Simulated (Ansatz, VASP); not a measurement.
# One calculation of GaP2, two programs

File INCAR:

```
SYSTEM = GaP2
PREC     = Accurate       ! precision mode
ENCUT    = 600            ! plane-wave cutoff, eV
EDIFF    = 1E-6           ! SCF threshold, eV
ISMEAR   = 0              ! smearing method
SIGMA    = 0.1            ! smearing width, eV
LREAL    = .False.        ! projectors in reciprocal space
LASPH    = .True.         ! aspherical terms in the spheres
NELM     = 80             ! most SCF steps
ALGO     = Normal         ! electronic algorithm
ISIF     = 3              ! what is computed and relaxed
LWAVE    = .False.        ! write WAVECAR
LCHARG   = .False.        ! write CHGCAR
GGA      = PE             ! functional
IBRION   = 2              ! ionic algorithm
NSW      = 90             ! ionic steps
EDIFFG   = -0.04          ! ionic threshold
```

File KPOINTS:

```
regular mesh
0
Gamma
  4 4 6
  0 0 0
```

File POSCAR:

```
GaP2
1.0
    5.5587736214      0.0000000000      0.0000000000
    0.0000000000      5.5587736214      0.0000000000
    0.0000000000      0.0000000000      3.5804116556
Ga P
2 4
Direct
    0.0000000000      0.0000000000      0.0000000000
    0.5000000000      0.5000000000      0.5000000000
    0.3060000000      0.3060000000      0.0000000000
    0.1940000000      0.8060000000      0.5000000000
    0.6940000000      0.6940000000      0.0000000000
    0.8060000000      0.1940000000      0.5000000000
```

Input for Ansatz:

```yaml
crystal:
  lattice:
    - [5.5587736214, 0.0, 0.0]
    - [0.0, 5.5587736214, 0.0]
    - [0.0, 0.0, 3.5804116556]
  atoms:
    - { symbol: Ga, position: [0.0, 0.0, 0.0] }
    - { symbol: Ga, position: [0.5, 0.5, 0.5] }
    - { symbol: P, position: [0.306, 0.306, 0.0] }
    - { symbol: P, position: [0.194, 0.806, 0.5] }
    - { symbol: P, position: [0.694, 0.694, 0.0] }
    - { symbol: P, position: [0.806, 0.194, 0.5] }
basis:
  ecutwfc: 420
kpoints:
  mp_grid: { grid: [4, 4, 6] }
hamiltonian:
  xc: pbe
scf:
  occupations: { method: gaussian, width: 0.1 }
  lower_state_search: "off"
output:
  forces: true
  stress: true
  eigenvalues: true
relax:
  adjacent_minimum: "off"
  f_tol: 0.04
  max_steps: 70
  cell: { stress_tol: 0.4 }
```

Alike in both runs: task relaxation of cell and atoms; functional PBE; k mesh 4 × 4 × 6; occupations gaussian, width 0.1 eV; no spin polarisation.

|  | VASP | Ansatz |
| --- | --- | --- |
| version | VASP 6.6.1 | Ansatz 0.2.0 |
| potentials or method | VASP PAW PBE potentials, release 64 (Ga_d, P), cutoff 600 eV | scalar-relativistic, plane waves, PAW |
| valence electrons in the cell | 46 | 46 |

Ansatz gave:

- gap on the k mesh at the Fermi level, each at its own relaxed structure (eV): none
- relaxed volume (Å³/atom): 20.33
- relaxed length of the cell vector where the two differ most in proportion (Å): 3.772

What did VASP give for the same quantities?

gap on the k mesh at the Fermi level, each at its own relaxed structure (eV): none; relaxed volume (Å³/atom): 20.41; relaxed length of the cell vector where the two differ most in proportion (Å): 3.742.

A gap of «none» marks a metal or a gap that the smearing closes.
